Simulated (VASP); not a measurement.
A run of VASP 6.6.1:

File INCAR:

```
SYSTEM = WCl2F4
  PREC = Accurate
  ENCUT = 520
  EDIFF = 1E-6
  ISMEAR = 0
  SIGMA = 0.02
  LREAL = .False.
  LASPH = .True.
  NELM = 80
  ALGO = Normal
  ISIF = 2
  LWAVE = .False.
  LCHARG = .False.
  GGA = PE
  NBANDS = 37
```

The input KPOINTS:

```
Automatic mesh
0
Gamma
  6 6 6
  0 0 0
```

Contents of POSCAR:

```
WCl2F4
1.0
   -3.8991252207      3.9799374804      3.3723476289
    3.8991252207     -3.9799374804      3.3723476289
    3.8991252207      3.9799374804     -3.3723476289
W Cl F
1 2 4
Direct
    0.0084835761      0.0084835761      0.0000000000
    0.4478181589      0.2398271558      0.2079910031
    0.0318361527      0.2398271558      0.7920089969
    0.6451307326      0.8064955947      0.8386351380
    0.9678604567      0.8064955947      0.1613648620
    0.9984354614      0.7599069698      0.7614715084
    0.9984354614      0.2369639530      0.2385284916
```

Potentials or basis: VASP PAW PBE potentials, release 64 (W_sv, Cl, F).

Command:

```console
$ cat potpaw_PBE.64/W_sv/POTCAR potpaw_PBE.64/Cl/POTCAR potpaw_PBE.64/F/POTCAR > POTCAR
$ mpirun -np 1 vasp_std > vasp.out
```

Hardware: 1 thread of Oxide Virtual Turin-like Processor, on a shared host.

Estimate the wall time of this run.

Wall time 11 min on 1 thread of Oxide Virtual Turin-like Processor, with other jobs on the host, peak memory 0.48 GiB. Counts: scf iterations 16, k points 46.
